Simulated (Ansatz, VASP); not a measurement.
## Hf in VASP and in Ansatz

The input INCAR:

```
PREC = Accurate
ENCUT = 520
EDIFF = 1E-7
ISMEAR = 0
SIGMA = 0.6
LREAL = False
LASPH = True
NELM = 100
ALGO = Normal
ISIF = 2
LWAVE = False
LCHARG = True
GGA = CA
LELF = True
LVHAR = True
NBANDS = 17
```

File KPOINTS:

```
regular mesh
0
Gamma
  12 12 7
```

POSCAR

```
Hf
1.0
    3.1183974891      0.0000000000      0.0000000000
   -1.5591987445      2.7006114446      0.0000000000
    0.0000000000      0.0000000000      4.9475473504
Hf
2
Direct
    0.3333333333      0.6666666667      0.2500000000
    0.6666666667      0.3333333333      0.7500000000
```

Input for Ansatz:

```yaml
crystal:
  lattice:
    - [3.1183974891, 0.0, 0.0]
    - [-1.5591987445, 2.7006114446, 0.0]
    - [0.0, 0.0, 4.9475473504]
  atoms:
    - { symbol: Hf, position: [0.3333333333, 0.6666666667, 0.25] }
    - { symbol: Hf, position: [0.6666666667, 0.3333333333, 0.75] }
hamiltonian:
  xc: lda
  pseudopotentials:
    kind: paw
    azcp:
      Hf: "pseudopotentials/Hf.paw.azcp"
basis:
  ecutwfc: 420
  fft_grid_basis: typed
kpoints:
  mp_grid: { grid: [12, 12, 7], shift: [0, 0, 0] }
magnetization:
  spin_polarized: false
scf:
  occupations: { method: gaussian, width: 0.6 }
  lower_state_search: "off"
output:
  stress: true
  write_density: true
  write_potential: true
  elf: true
  volumetric_format: npy
```

Alike in both runs: task single point; functional LDA; k mesh 12 × 12 × 7; occupations gaussian, width 0.6 eV; no spin polarisation.

|  | VASP | Ansatz |
| --- | --- | --- |
| version | VASP 6.6.1 | Ansatz 0.2.0 |
| potentials or method | VASP PAW LDA potentials, release 64 (Hf_pv), cutoff 520 eV | plane waves (420 eV) with PAW, scalar-relativistic |
| valence electrons in the cell | 20 | 52 |

|  | VASP | Ansatz | Ansatz less VASP |
| --- | --- | --- | --- |
| pressure (GPa) | 0.6 | 0.5 | -0.09 |
| traceless stress, the component that is largest in VASP (GPa) | 0.80 | 0.80 | +0.009 |

Ansatz warns that its potentials were made for another functional, while VASP's fit it. LDA's correlation is that of Perdew and Zunger in VASP and of Perdew and Wang (1992) in Ansatz. VASP's potentials hold 20 valence electrons a cell and Ansatz's 52, so a difference there can come from the potentials and not from the codes.

Neither program's run includes spin-orbit coupling.
